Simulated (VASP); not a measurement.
# PtSe3 (Pm-3m) in VASP: a series of runs

PtSe3 is run at these levels: PBE; tasks: single point, relaxation of cell and atoms.

Everything below comes from runs of VASP 6.6.1. Logs are shortened: lines on timing, memory, paths and dates and some standing lists are left out, and cuts for length are marked.

## (1) The cell of the first run

Symmetry: Pm-3m, No. 221, cubic system. The conventional cell has a = 4.244 Å, b = 4.244 Å, c = 4.244 Å, α = 90.00°, β = 90.00°, γ = 90.00°. Pt (site symmetry m-3m) has 12 Se at 3.00 Å within 4.0 Å. Se (site symmetry 4/mmm) has 4 Pt at 3.00 Å and 8 Se at 3.00 Å within 4.0 Å.

## (2) Single point, PBE

File INCAR:

```
ALGO = Normal
EDIFF = 1E-6
ENCUT = 520
GGA = PE
ISIF = 2
ISMEAR = 0
LASPH = True
LCHARG = True
LELF = True
LREAL = False
LVHAR = True
LWAVE = False
NBANDS = 22
NELM = 100
PREC = Accurate
SIGMA = 0.1
```

File KPOINTS:

```
k-points
0
Gamma
  4 4 4
```

File POSCAR:

```
PtSe3
1.0
    4.2443044550      0.0000000000      0.0000000000
    0.0000000000      4.2443044550      0.0000000000
    0.0000000000      0.0000000000      4.2443044550
Pt Se
1 3
Direct
    0.0000000000      0.0000000000      0.0000000000
    0.0000000000      0.5000000000      0.5000000000
    0.5000000000      0.0000000000      0.5000000000
    0.5000000000      0.5000000000      0.0000000000
```

Potentials or basis: VASP PAW PBE potentials, release 64 (Pt, Se).

Launch:

```console
$ cat potpaw_PBE.64/Pt/POTCAR potpaw_PBE.64/Se/POTCAR > POTCAR
$ mpirun -np 1 vasp_std > vasp.out
```

OUTCAR:

```text
EDIFF = 1E-6
   ENCUT = 520
   GGA = PE
   ISIF = 2
   ISMEAR = 0
   LASPH = True
   LREAL = False
   NELM = 100
   PREC = Accurate

 ion  position               nearest neighbor table
   1  0.000  0.000  0.000-   2 3.00   3 3.00   4 3.00   2 3.00   3 3.00   2 3.00   4 3.00   2 3.00
                             3 3.00   4 3.00   3 3.00   4 3.00
   2  0.000  0.500  0.500-   1 3.00   1 3.00   1 3.00   1 3.00
   3  0.500  0.000  0.500-   1 3.00   1 3.00   1 3.00   1 3.00
   4  0.500  0.500  0.000-   1 3.00   1 3.00   1 3.00   1 3.00

  LATTYP: Found a simple cubic cell.
 ALAT       =     4.2443044550

  Lattice vectors:

 A1 = (   4.2443044550,   0.0000000000,   0.0000000000)
 A2 = (   0.0000000000,   4.2443044550,   0.0000000000)
 A3 = (   0.0000000000,   0.0000000000,   4.2443044550)

Analysis of symmetry for initial positions (statically):
=====================================================================
 Subroutine PRICEL returns:
 Original cell was already a primitive cell.

 Routine SETGRP: Setting up the symmetry group for a
 simple cubic supercell.

 Subroutine GETGRP returns: Found 48 space group operations
 (whereof 48 operations were pure point group operations)
 out of a pool of 48 trial point group operations.

The static configuration has the point symmetry O_h .

Analysis of symmetry for dynamics (positions and initial velocities):
=====================================================================
 Subroutine PRICEL returns:
 Original cell was already a primitive cell.

 Routine SETGRP: Setting up the symmetry group for a
 simple cubic supercell.

 Subroutine GETGRP returns: Found 48 space group operations
 (whereof 48 operations were pure point group operations)
 out of a pool of 48 trial point group operations.

The dynamic configuration has the point symmetry O_h .

 Subroutine INISYM returns: Found 48 space group operations
 (whereof 48 operations are pure point group operations),
 and found     1 'primitive' translations

----------------------------------------------------------------------------------------

                                     Primitive cell

  volume of cell :      76.4574

  direct lattice vectors                    reciprocal lattice vectors
     4.244304455  0.000000000  0.000000000     0.235609865  0.000000000  0.000000000
     0.000000000  4.244304455  0.000000000     0.000000000  0.235609865  0.000000000
[... 67 lines left out ...]
   ICHARG =      2    charge: 1-file 2-atom 10-const
   ISPIN  =      1    spin polarized calculation?
   LNONCOLLINEAR =      F non collinear calculations
   LSORBIT =      F    spin-orbit coupling
   LASPH  =      T    aspherical Exc in radial PAW
   ENCUT  =  520.0 eV  38.22 Ry    6.18 a.u.   7.89  7.89  7.89*2*pi/ulx,y,z
   NELM   =    100;   NELMIN=  2; NELMDL= -5     # of ELM steps
   EDIFF  = 0.1E-05   stopping-criterion for ELM
   LREAL  =      F    real-space projection
[... 7 lines left out ...]
   TEBEG  =    0.0;   TEEND  =   0.0 temperature during run
   PSTRESS=    0.0 pullay stress
   NELECT =      28.0000    total number of electrons
   NUPDOWN=      -1.0000    fix difference up-down
   EMIN   =  10.00;   EMAX   =-10.00  energy-range for DOS
   EFERMI =   0.00;   METHOD = LEGACY
   ISMEAR =     0;   SIGMA  =   0.10  broadening in eV -4-tet -1-fermi 0-gaus
   EFERMI_NEDOS =   21; number of points for ismear=-14 and -15
   IALGO  =     38    algorithm
   IMIX   =      4    mixing-type and parameters
     AMIX     =   0.40;   BMIX     =  1.00
     AMIX_MAG =   1.60;   BMIX_MAG =  1.00
  volume/ion in A,a.u.               =      19.11       128.99
  Fermi-wavevector in a.u.,A,eV,Ry     =   1.171263  2.213366 18.665238  1.371856
  Thomas-Fermi vector in A             =   2.307709
   LORBIT       =      0    0 simple, 1 ext, 2 COOP (PROOUT), +10 PAW based schemes
   GGA     = PE    functional components
   LHFCALC =     F    Hartree Fock is set to
   AEXX    =    0.0000 exact exchange contribution
   IVDW    =     0    specifies the selected vdW correction
   LEPSILON=     F    determine dielectric tensor
   LRPA    =     F    only Hartree local field effects (RPA)
 non-spin polarized calculation
 Gauss-broadening in eV      SIGMA  =   0.10
  energy-cutoff  :      520.00
  volume of cell :       76.46
 maximum number of plane-waves:      2103
 NGX is ok and might be reduce to    32
   NGX = 15   NGY = 15   NGZ = 15

 number of electron      27.9999994 magnetization

 Free energy of the ion-electron system (eV)
  ---------------------------------------------------
  ext. energy  EPLUGINS =         0.00000000
  ---------------------------------------------------
  free energy    TOTEN  =       -13.56617025 eV

  energy without entropy =      -13.53040744  energy(sigma->0) =      -13.54828885

 E-fermi :   6.7771     XC(G=0): -11.1816

 val. band max:        6.7666429067   @ k =   0.2500   0.2500   0.0000
 cond. band min:       6.7888997100   @ k =   0.2500   0.2500   0.0000
 fundamental gap:      0.0222568033
 Fermi energy:         6.7770517306

 k-point     1 :       0.0000    0.0000    0.0000
  band No.  band energies     occupation
      1      -9.3409      2.00000
      2      -5.1668      2.00000
      3      -5.1668      2.00000
      4       1.1252      2.00000
      5       1.1252      2.00000
      6       1.1252      2.00000
[... 239 lines left out ...]
     21      16.2836      0.00000
     22      17.7350      0.00000

------------------------ aborting loop because EDIFF is reached ----------------------------------------

  FORCE on cell =-STRESS in cart. coord.  units (eV):
  Direction    XX          YY          ZZ          XY          YZ          ZX
  --------------------------------------------------------------------------------------
  -------------------------------------------------------------------------------------
  Total       -0.0738151     -0.0738151     -0.0738151      0.0000000     -0.0000000     -0.0000000
  in kB       -1.5468072     -1.5468072     -1.5468072      0.0000000     -0.0000000     -0.0000000
  external PRESSURE =      -1.5468072 kB  Pullay stress =       0.0000000 kB

 VOLUME and BASIS-vectors are now :
 -----------------------------------------------------------------------------
  energy-cutoff  :      520.00
  volume of cell :       76.46
      direct lattice vectors                 reciprocal lattice vectors
     4.244304455  0.000000000  0.000000000     0.235609865  0.000000000  0.000000000
     0.000000000  4.244304455  0.000000000     0.000000000  0.235609865  0.000000000
     0.000000000  0.000000000  4.244304455     0.000000000  0.000000000  0.235609865

 POSITION                                       TOTAL-FORCE (eV/Angst)
 -----------------------------------------------------------------------------------
      0.00000      0.00000      0.00000         0.000000      0.000000      0.000000
      0.00000      2.12215      2.12215         0.000000      0.000000      0.000000
      2.12215      0.00000      2.12215         0.000000      0.000000      0.000000
      2.12215      2.12215      0.00000         0.000000      0.000000      0.000000
 -----------------------------------------------------------------------------------
    total drift:                                0.000000     -0.000000     -0.000000

  FREE ENERGIE OF THE ION-ELECTRON SYSTEM (eV)
  ---------------------------------------------------
  free  energy   TOTEN  =       -13.5661702524 eV

  energy  without entropy=      -13.5304074382  energy(sigma->0) =      -13.54828885
```

OSZICAR:

```text
N       E                     dE             d eps       ncg     rms          rms(c)
DAV:   1     0.133948835667E+03    0.13395E+03   -0.12613E+04   448   0.112E+03
DAV:   2    -0.625598530816E+01   -0.14020E+03   -0.13419E+03   558   0.209E+02
DAV:   3    -0.136356472716E+02   -0.73797E+01   -0.72557E+01   530   0.460E+01
DAV:   4    -0.137000016962E+02   -0.64354E-01   -0.64318E-01   494   0.487E+00
DAV:   5    -0.137006075960E+02   -0.60590E-03   -0.60586E-03   536   0.476E-01    0.897E+00
DAV:   6    -0.137393511029E+02   -0.38744E-01   -0.20429E+00   482   0.705E+00    0.708E+00
DAV:   7    -0.135770697665E+02    0.16228E+00   -0.73177E-01   494   0.503E+00    0.392E+00
DAV:   8    -0.135668916303E+02    0.10178E-01   -0.69512E-02   500   0.153E+00    0.476E-01
DAV:   9    -0.135663493638E+02    0.54227E-03   -0.32356E-03   494   0.325E-01    0.210E-01
DAV:  10    -0.135661876513E+02    0.16171E-03   -0.15006E-03   512   0.225E-01    0.529E-02
DAV:  11    -0.135661689142E+02    0.18737E-04   -0.62955E-05   530   0.511E-02    0.134E-02
DAV:  12    -0.135661703046E+02   -0.13903E-05   -0.29141E-06   462   0.113E-02    0.381E-03
DAV:  13    -0.135661702524E+02    0.52214E-07   -0.43821E-07   298   0.407E-03
   1 F= -.13566170E+02 E0= -.13548289E+02  d E =-.357628E-01
```

Run time: 21 s. Hardware: 1 thread of Intel Xeon 8259CL, shared host; peak memory 0.18 GiB.

What came out:

* Free energy: -13.5662 eV
* Pressure: -0.2 GPa
* Band gap on the k mesh: zero (bands 14 and 15 overlap by 2.81 eV)

Caveat: the k points lie up to 0.37 Å⁻¹ apart, too coarse for converged energies and pressures of a metal; spin-orbit coupling is left out, which moves the levels of the heavy elements.

## (3) Single point, PBE

This run uses another cell than the first one, of 22.87 Å³/atom.

File INCAR:

```
PREC = Accurate
ENCUT = 520
EDIFF = 1E-6
ISMEAR = 0
SIGMA = 0.1
LREAL = False
LASPH = True
NELM = 80
ALGO = Normal
ISIF = 2
LWAVE = False
LCHARG = False
GGA = PE
NBANDS = 22
```

File KPOINTS:

```
Automatic mesh
0
Gamma
  4 4 4
```

File POSCAR:

```
PtSe3
1.0
    4.5055850156      0.0000000000      0.0000000000
    0.0000000000      4.5055850156      0.0000000000
    0.0000000000      0.0000000000      4.5055850156
Pt Se
1 3
Direct
    0.0000000000      0.0000000000      0.0000000000
    0.0000000000      0.5000000000      0.5000000000
    0.5000000000      0.0000000000      0.5000000000
    0.5000000000      0.5000000000      0.0000000000
```

Potentials or basis: VASP PAW PBE potentials, release 64 (Pt, Se).

Launch:

```console
$ cat potpaw_PBE.64/Pt/POTCAR potpaw_PBE.64/Se/POTCAR > POTCAR
$ mpirun -np 1 vasp_std > vasp.out
```

OUTCAR:

```text
PREC = Accurate
   ENCUT = 520
   EDIFF = 1E-6
   ISMEAR = 0
   LREAL = False
   LASPH = True
   NELM = 80
   ISIF = 2
   GGA = PE

 ion  position               nearest neighbor table
   1  0.000  0.000  0.000-
   2  0.000  0.500  0.500-
   3  0.500  0.000  0.500-
   4  0.500  0.500  0.000-

  LATTYP: Found a simple cubic cell.
 ALAT       =     4.5055850156

[... 428 lines left out ...]

  FORCE on cell =-STRESS in cart. coord.  units (eV):
  Direction    XX          YY          ZZ          XY          YZ          ZX
  --------------------------------------------------------------------------------------
  -------------------------------------------------------------------------------------
  Total       -5.8245157     -5.8245157     -5.8245157      0.0000000      0.0000000     -0.0000000
  in kB     -102.0274034   -102.0274034   -102.0274034      0.0000000      0.0000000     -0.0000000
  external PRESSURE =    -102.0274034 kB  Pullay stress =       0.0000000 kB

 VOLUME and BASIS-vectors are now :
 -----------------------------------------------------------------------------
  energy-cutoff  :      520.00
  volume of cell :       91.46
      direct lattice vectors                 reciprocal lattice vectors
     4.505585016  0.000000000  0.000000000     0.221946761  0.000000000  0.000000000
     0.000000000  4.505585016  0.000000000     0.000000000  0.221946761  0.000000000
     0.000000000  0.000000000  4.505585016     0.000000000  0.000000000  0.221946761

 POSITION                                       TOTAL-FORCE (eV/Angst)
 -----------------------------------------------------------------------------------
      0.00000      0.00000      0.00000         0.000000      0.000000      0.000000
      0.00000      2.25279      2.25279         0.000000      0.000000      0.000000
      2.25279      0.00000      2.25279         0.000000      0.000000      0.000000
      2.25279      2.25279      0.00000         0.000000      0.000000      0.000000
 -----------------------------------------------------------------------------------
    total drift:                                0.000000      0.000000      0.000000

  FREE ENERGIE OF THE ION-ELECTRON SYSTEM (eV)
  ---------------------------------------------------
  free  energy   TOTEN  =       -12.9871157533 eV

  energy  without entropy=      -12.9447849560  energy(sigma->0) =      -12.96595035
```

Run time: 30 s. Hardware: 1 thread of Intel Xeon 8259CL, shared host; peak memory 0.21 GiB.

What came out:

| Item | Value |
| --- | --- |
| Free energy | -12.9871 eV |
| Pressure | -10.2 GPa |
| Band gap on the k mesh | zero (bands 14 and 15 overlap by 2.01 eV) |

Caveat: the cell stands under tension; spin-orbit coupling is left out, which moves the levels of the heavy elements.

## (4) Relaxation of cell and atoms, PBE

This run uses another cell than the first one, of 22.87 Å³/atom.

File INCAR:

```
ALGO = Normal ; EDIFF = 1E-7
EDIFFG = -0.04 ; ENCUT = 600
GGA = PE ; IBRION = 2
ISIF = 3 ; ISMEAR = 0
LASPH = T ; LCHARG = F
LREAL = F ; LWAVE = F
NELM = 60 ; NSW = 90
PREC = Accurate ; SIGMA = 0.1
```

File KPOINTS:

```
k-points
0
Gamma
  4 4 4
```

POSCAR is that of step 3.

Launch:

```console
$ cat potpaw_PBE.64/Pt/POTCAR potpaw_PBE.64/Se/POTCAR > POTCAR
$ mpirun -np 1 vasp_std > vasp.out
```

Run time: 94 s. Hardware: 1 thread of Intel Xeon 8259CL, shared host; peak memory 0.22 GiB.

Results (log left out):

```yaml
Free_energy: -13.5670 eV
Relaxed_volume: 19.10 Å³/atom
Relaxed_cell: a = 4.243 Å, b = 4.243 Å, c = 4.243 Å, α = 90.00°, β = 90.00°, γ = 90.00°
Space_group_after_relaxing_to_0.1_Å: Pm-3m (No. 221)
Energy_gained_by_relaxing: 145.0 meV/atom
Ionic_steps: 3
Pressure_after_relaxing: -0.1 GPa
Band_gap_on_the_k_mesh: zero (bands 14 and 15 overlap by 2.81 eV)
```

Step by step:
```
step  energy change (eV)  largest force (eV/Å)  pressure (GPa)  volume (Å³)
   1              0.0000                0.0000          -10.18        91.46
   2             -0.5473                0.0000            3.88        73.54
   3             -0.5800                0.0000           -0.05        76.40
```

Final structure:
```cif
data_structure
_symmetry_space_group_name_H-M 'P 1'
_symmetry_Int_Tables_number 1
_cell_length_a 4.2432
_cell_length_b 4.2432
_cell_length_c 4.2432
_cell_angle_alpha 90.000
_cell_angle_beta 90.000
_cell_angle_gamma 90.000
_cell_volume 76.40
loop_
_atom_site_label
_atom_site_type_symbol
_atom_site_fract_x
_atom_site_fract_y
_atom_site_fract_z
_atom_site_occupancy
Pt1 Pt 0.00000 0.00000 0.00000 1
Se1 Se 0.00000 0.50000 0.50000 1
Se2 Se 0.50000 0.00000 0.50000 1
Se3 Se 0.50000 0.50000 0.00000 1
```

Levels at points of the mesh, in eV from the Fermi level:
```csv
k point,band 12,band 13,band 14,band 15,band 16,band 17
"(0.00, 0.00, 0.00)",-1.12,-1.12,-1.12,-1.11,1.20,1.20
"(0.50, 0.00, 0.00)",-2.02,-1.35,-1.35,0.66,1.45,1.45
"(0.50, 0.50, 0.00)",-2.12,-1.85,0.40,0.40,1.59,2.28
"(0.50, 0.50, 0.50)",-1.86,-1.86,1.71,1.71,1.71,1.77
```

Caveat: the volume moved by over 15 % at a fixed basis, so the end points are rough; spin-orbit coupling is left out, which moves the levels of the heavy elements.

(Part 1 of 2 ends here.)

The gap in the log of VASP goes by the Fermi energy; the results here count the filled bands.